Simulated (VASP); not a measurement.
# W3Cl (P6_3/mmc) in VASP: a series of runs

W3Cl is run at these levels: PBE; tasks: single point, relaxation of cell and atoms.

All numbers are computed with VASP 6.6.1; they aren't measurements. Logs are shortened: lines on timing, memory, paths and dates and some standing lists are left out, and cuts for length are marked.

## (1) The cell of the first run

The structure is hexagonal, space group P6_3/mmc (No. 194). Conventional cell: a = 2.848 Å, b = 2.848 Å, c = 18.217 Å, α = 90.00°, β = 90.00°, γ = 120.00°. Within 3.6 Å of W (site symmetry 3m) lie 3 Cl at 2.72 Å and 9 W at 2.85 to 2.90 Å. W (site symmetry -6m2) has 12 W at 2.85 to 2.90 Å within 3.8 Å. Within 3.6 Å of Cl (site symmetry -3m) lie 6 W at 2.72 Å and 6 Cl at 2.85 Å.

The cell was built from a structure type or drawn by symmetry, and may not be a known phase.

## (2) Single point, PBE

INCAR reads:

```
PREC = Accurate
ENCUT = 520
EDIFF = 1E-7
ISMEAR = 0
SIGMA = 0.2
LREAL = F
LASPH = T
NELM = 60
ALGO = Normal
ISIF = 2
LWAVE = F
LCHARG = F
GGA = PE
NBANDS = 59
```

KPOINTS reads:

```
regular mesh
0
Gamma
  6 6 1
```

POSCAR reads:

```
W3Cl
1.0
    2.8479137730      0.0000000026      0.0000000000
   -1.4239568887      2.4663656739      0.0000000000
    0.0000000000      0.0000000000     18.2173934027
W Cl
6 2
Direct
    0.3333333333      0.6666666667      0.1188517835
    0.6666666667      0.3333333333      0.6188517835
    0.3333333333      0.6666666667      0.3811482165
    0.6666666667      0.3333333333      0.8811482165
    0.3333333333      0.6666666667      0.7500000000
    0.6666666667      0.3333333333      0.2500000000
    0.0000000000      0.0000000000      0.0000000000
    0.0000000000      0.0000000000      0.5000000000
```

Potentials or basis: VASP PAW PBE potentials, release 64 (W_sv, Cl).

The run is started by

```sh
> cat potpaw_PBE.64/W_sv/POTCAR potpaw_PBE.64/Cl/POTCAR > POTCAR
> mpirun -np 1 vasp_std > vasp.out
```

OUTCAR:

```text
PREC = Accurate
   ENCUT = 520
   EDIFF = 1E-7
   ISMEAR = 0
   LREAL = F
   LASPH = T
   NELM = 60
   ISIF = 2
   GGA = PE

 ion  position               nearest neighbor table
   1  0.333  0.667  0.119-   7 2.72   7 2.72   7 2.72   6 2.90   6 2.90   6 2.90
   2  0.667  0.333  0.619-   8 2.72   8 2.72   8 2.72   5 2.90   5 2.90   5 2.90
   3  0.333  0.667  0.381-   8 2.72   8 2.72   8 2.72   6 2.90   6 2.90   6 2.90
   4  0.667  0.333  0.881-   7 2.72   7 2.72   7 2.72   5 2.90   5 2.90   5 2.90
   5  0.333  0.667  0.750-   2 2.90   4 2.90   2 2.90   4 2.90   2 2.90   4 2.90
   6  0.667  0.333  0.250-   1 2.90   3 2.90   1 2.90   3 2.90   1 2.90   3 2.90
   7  0.000  0.000  0.000-   1 2.72   4 2.72   1 2.72   4 2.72   4 2.72   1 2.72
   8  0.000  0.000  0.500-   2 2.72   3 2.72   3 2.72   2 2.72   2 2.72   3 2.72

  LATTYP: Found a hexagonal cell.
 ALAT       =     2.8479137730
 C/A-ratio  =     6.3967503424

  Lattice vectors:

 A1 = (   2.8479137730,   0.0000000026,   0.0000000000)
 A2 = (  -1.4239568887,   2.4663656739,   0.0000000000)
 A3 = (   0.0000000000,   0.0000000000,  18.2173934027)

Analysis of symmetry for initial positions (statically):
=====================================================================
 Subroutine PRICEL returns:
 Original cell was already a primitive cell.

 Routine SETGRP: Setting up the symmetry group for a
 hexagonal supercell.

 Subroutine GETGRP returns: Found 24 space group operations
 (whereof 12 operations were pure point group operations)
 out of a pool of 24 trial point group operations.

The static configuration has the point symmetry D_3d.
 The point group associated with its full space group is D_6h.

Analysis of symmetry for dynamics (positions and initial velocities):
=====================================================================
 Subroutine PRICEL returns:
 Original cell was already a primitive cell.

 Routine SETGRP: Setting up the symmetry group for a
 hexagonal supercell.

 Subroutine GETGRP returns: Found 24 space group operations
 (whereof 12 operations were pure point group operations)
 out of a pool of 24 trial point group operations.

The dynamic configuration has the point symmetry D_3d.
 The point group associated with its full space group is D_6h.

 Subroutine INISYM returns: Found 24 space group operations
 (whereof 12 operations are pure point group operations),
 and found     1 'primitive' translations

----------------------------------------------------------------------------------------

                                     Primitive cell

  volume of cell :     127.9589

  direct lattice vectors                    reciprocal lattice vectors
     2.847913773  0.000000003  0.000000000     0.351134226  0.202727441  0.000000000
    -1.423956889  2.466365674  0.000000000    -0.000000000  0.405454880  0.000000000
     0.000000000  0.000000000 18.217393403     0.000000000  0.000000000  0.054892595

  length of vectors
     2.847913773  2.847913773 18.217393403     0.405454880  0.405454880  0.054892595

  position of ions in fractional coordinates (direct lattice)
     0.333333333  0.666666667  0.118851783
     0.666666667  0.333333333  0.618851783
     0.333333333  0.666666667  0.381148217
     0.666666667  0.333333333  0.881148217
     0.333333333  0.666666667  0.750000000
     0.666666667  0.333333333  0.250000000
     0.000000000  0.000000000  0.000000000
     0.000000000  0.000000000  0.500000000

  ion indices of the primitive-cell ions
   primitive index   ion index
                 1           1
                 2           2
                 3           3
                 4           4
                 5           5
                 6           6
                 7           7
                 8           8

----------------------------------------------------------------------------------------

 KPOINTS: regular mesh

Automatic generation of k-mesh.
 Grid dimensions read from file:
 generate k-points for:    6    6    1

 Generating k-lattice:

  Cartesian coordinates                     Fractional coordinates (reciprocal lattice)
     0.058522371  0.033787907  0.000000000     0.166666667  0.000000000  0.000000000
    -0.000000000  0.067575813  0.000000000     0.000000000  0.166666667  0.000000000
     0.000000000  0.000000000  0.054892595     0.000000000  0.000000000  1.000000000

  Length of vectors
     0.067575813  0.067575813  0.054892595

  Shift w.r.t. Gamma in fractional coordinates (k-lattice)
     0.000000000  0.000000000  0.000000000

 Subroutine IBZKPT returns following result:
 ===========================================

 Found      7 irreducible k-points:

 Following reciprocal coordinates:
            Coordinates               Weight
  0.000000  0.000000  0.000000      1.000000
  0.166667  0.000000  0.000000      6.000000
  0.333333  0.000000  0.000000      6.000000
  0.500000  0.000000  0.000000      3.000000
  0.166667  0.166667  0.000000      6.000000
  0.333333  0.166667  0.000000     12.000000
  0.333333  0.333333  0.000000      2.000000
   k-points           NKPTS =      7   k-points in BZ     NKDIM =      7   number of bands    NBANDS=     59
   number of dos      NEDOS =    301   number of ions     NIONS =      8
   total plane-waves  NPLWV =  80640
   dimension x,y,z NGX =    24 NGY =   24 NGZ =  140
   dimension x,y,z NGXF=    48 NGYF=   48 NGZF=  280
   ions per type =               6   2
   NGX,Y,Z   is equivalent  to a cutoff of  14.01, 14.01, 12.78 a.u.
   NGXF,Y,Z  is equivalent  to a cutoff of  28.02, 28.02, 25.55 a.u.
 SYSTEM =  unknown system
   PREC   = accura    normal or accurate (medium, high low for compatibility)
   ISTART =      0    job   : 0-new  1-cont  2-samecut
   ICHARG =      2    charge: 1-file 2-atom 10-const
   ISPIN  =      1    spin polarized calculation?
   LNONCOLLINEAR =      F non collinear calculations
   LSORBIT =      F    spin-orbit coupling
   LASPH  =      T    aspherical Exc in radial PAW
   ENCUT  =  520.0 eV  38.22 Ry    6.18 a.u.   5.30  5.30 33.87*2*pi/ulx,y,z
   NELM   =     60;   NELMIN=  2; NELMDL= -5     # of ELM steps
   EDIFF  = 0.1E-06   stopping-criterion for ELM
   LREAL  =      F    real-space projection
   EDIFFG = 0.1E-05   stopping-criterion for IOM
   NSW    =      0    number of steps for IOM
   IBRION =     -1    ionic relax: 0-MD 1-quasi-New 2-CG
   NFREE  =      0    steps in history (QN), initial steepest desc. (CG)
   ISIF   =      2    stress and relaxation
   ISYM   =      2    0-nonsym 1-usesym 2-fastsym
   POTIM  = 0.5000    time-step for ionic-motion
   TEBEG  =    0.0;   TEEND  =   0.0 temperature during run
   PSTRESS=    0.0 pullay stress
   NELECT =      98.0000    total number of electrons
   NUPDOWN=      -1.0000    fix difference up-down
   EMIN   =  10.00;   EMAX   =-10.00  energy-range for DOS
   EFERMI =   0.00;   METHOD = LEGACY
   ISMEAR =     0;   SIGMA  =   0.20  broadening in eV -4-tet -1-fermi 0-gaus
   EFERMI_NEDOS =   21; number of points for ismear=-14 and -15
   IALGO  =     38    algorithm
   IMIX   =      4    mixing-type and parameters
     AMIX     =   0.40;   BMIX     =  1.00
     AMIX_MAG =   1.60;   BMIX_MAG =  1.00
  volume/ion in A,a.u.               =      15.99       107.94
  Fermi-wavevector in a.u.,A,eV,Ry     =   1.497821  2.830472 30.524245  2.243469
  Thomas-Fermi vector in A             =   2.609660
   LORBIT       =      0    0 simple, 1 ext, 2 COOP (PROOUT), +10 PAW based schemes
   GGA     = PE    functional components
   LHFCALC =     F    Hartree Fock is set to
   AEXX    =    0.0000 exact exchange contribution
   IVDW    =     0    specifies the selected vdW correction
   LEPSILON=     F    determine dielectric tensor
   LRPA    =     F    only Hartree local field effects (RPA)
 non-spin polarized calculation
 Gauss-broadening in eV      SIGMA  =   0.20
  energy-cutoff  :      520.00
  volume of cell :      127.96
 maximum number of plane-waves:      3471
 NGX is ok and might be reduce to    24
   NGX = 11   NGY = 11   NGZ = 67

 number of electron      98.0000000 magnetization

 Free energy of the ion-electron system (eV)
  ---------------------------------------------------
  ext. energy  EPLUGINS =         0.00000000
  ---------------------------------------------------
  free energy    TOTEN  =       -76.72966200 eV

  energy without entropy =      -76.61466027  energy(sigma->0) =      -76.67216113

 E-fermi :  10.4003     XC(G=0): -12.9776

 val. band max:       10.3534358798   @ k =   0.3333   0.1667   0.0000
 cond. band min:      10.4526577509   @ k =   0.1667   0.1667   0.0000
 fundamental gap:      0.0992218711
 Fermi energy:        10.4003052800

 k-point     1 :       0.0000    0.0000    0.0000
  band No.  band energies     occupation
      1     -63.6943      2.00000
      2     -63.6942      2.00000
      3     -63.6915      2.00000
      4     -63.6914      2.00000
      5     -63.3777      2.00000
      6     -63.3776      2.00000
[... 51 lines left out ...]
     58      12.2693      0.00000
     59      12.9273      0.00000

 k-point     2 :       0.1667    0.0000    0.0000
  band No.  band energies     occupation
      1     -63.6759      2.00000
      2     -63.6759      2.00000
      3     -63.6738      2.00000
      4     -63.6737      2.00000
      5     -63.3605      2.00000
      6     -63.3605      2.00000
[... 51 lines left out ...]
     58      12.0259      0.00000
     59      12.0626      0.00000

 k-point     3 :       0.3333    0.0000    0.0000
  band No.  band energies     occupation
      1     -63.6390      2.00000
      2     -63.6390      2.00000
      3     -63.6381      2.00000
      4     -63.6381      2.00000
      5     -63.3259      2.00000
      6     -63.3259      2.00000
[... 184 lines left out ...]
      5     -63.3085      2.00000
      6     -63.3085      2.00000
[... 51 lines left out ...]
     58      13.3248      0.00000
     59      13.8683      0.00000

 k-point     7 :       0.3333    0.3333    0.0000
  band No.  band energies     occupation
      1     -63.6112      2.00000
      2     -63.6112      2.00000
      3     -63.6112      2.00000
      4     -63.6112      2.00000
      5     -63.2999      2.00000
      6     -63.2999      2.00000
[... 51 lines left out ...]
     58      13.4360      0.00000
     59      13.4360      0.00000

------------------------ aborting loop because EDIFF is reached ----------------------------------------

  FORCE on cell =-STRESS in cart. coord.  units (eV):
  Direction    XX          YY          ZZ          XY          YZ          ZX
  --------------------------------------------------------------------------------------
  -------------------------------------------------------------------------------------
  Total        0.2062108      0.2062108      1.0456202      0.0000000      0.0000000      0.0000000
  in kB        2.5819720      2.5819720     13.0922412      0.0000000      0.0000000      0.0000000
  external PRESSURE =       6.0853951 kB  Pullay stress =       0.0000000 kB

 VOLUME and BASIS-vectors are now :
 -----------------------------------------------------------------------------
  energy-cutoff  :      520.00
  volume of cell :      127.96
      direct lattice vectors                 reciprocal lattice vectors
     2.847913773  0.000000003  0.000000000     0.351134226  0.202727441  0.000000000
    -1.423956889  2.466365674  0.000000000    -0.000000000  0.405454880  0.000000000
     0.000000000  0.000000000 18.217393403     0.000000000  0.000000000  0.054892595

 POSITION                                       TOTAL-FORCE (eV/Angst)
 -----------------------------------------------------------------------------------
     -0.00000      1.64424      2.16517        -0.000000     -0.000000      0.024692
      1.42396      0.82212     11.27387         0.000000     -0.000000      0.024692
     -0.00000      1.64424      6.94353        -0.000000      0.000000     -0.024692
      1.42396      0.82212     16.05222         0.000000     -0.000000     -0.024692
     -0.00000      1.64424     13.66305        -0.000000     -0.000000      0.000000
      1.42396      0.82212      4.55435         0.000000     -0.000000      0.000000
      0.00000      0.00000      0.00000         0.000000      0.000000      0.000000
      0.00000      0.00000      9.10870         0.000000      0.000000      0.000000
 -----------------------------------------------------------------------------------
    total drift:                               -0.000000      0.000000      0.000000

  FREE ENERGIE OF THE ION-ELECTRON SYSTEM (eV)
  ---------------------------------------------------
  free  energy   TOTEN  =       -76.7296619965 eV

  energy  without entropy=      -76.6146602651  energy(sigma->0) =      -76.67216113
```

Wall time 2.5 min (1 thread of Intel Xeon 8259CL, shared host); peak memory 0.28 GiB.

Results:

```yaml
Free_energy: -76.7297 eV
Pressure: 0.6 GPa
Largest_force: 0.025 eV/Å
Band_gap_on_the_k_mesh: zero (bands 49 and 50 overlap by 1.12 eV)
```

Forces in eV/Å, atoms in the order of the input:
```
W    0.000  0.000  0.025
W    0.000  0.000  0.025
W    0.000  0.000 -0.025
W    0.000  0.000 -0.025
W    0.000  0.000  0.000
W    0.000  0.000  0.000
Cl   0.000  0.000  0.000
Cl   0.000  0.000  0.000
```

Stress tensor (GPa, compression positive):
```
0.26 0.00 0.00
0.00 0.26 0.00
0.00 0.00 1.31
```

Levels at points of the mesh, in eV from the Fermi level:
```tsv
k point	band 47	band 48	band 49	band 50	band 51	band 52
(0.00, 0.00, 0.00)	-0.54	-0.54	-0.23	-0.23	-0.20	-0.20
(0.50, 0.00, 0.00)	-0.12	0.17	0.32	0.81	0.97	1.94
```

Caveat: the k points lie up to 0.42 Å⁻¹ apart, too coarse for converged energies and pressures of a metal; spin-orbit coupling is left out, which moves the levels of the heavy elements.

(Part 1 of 2 ends here.)
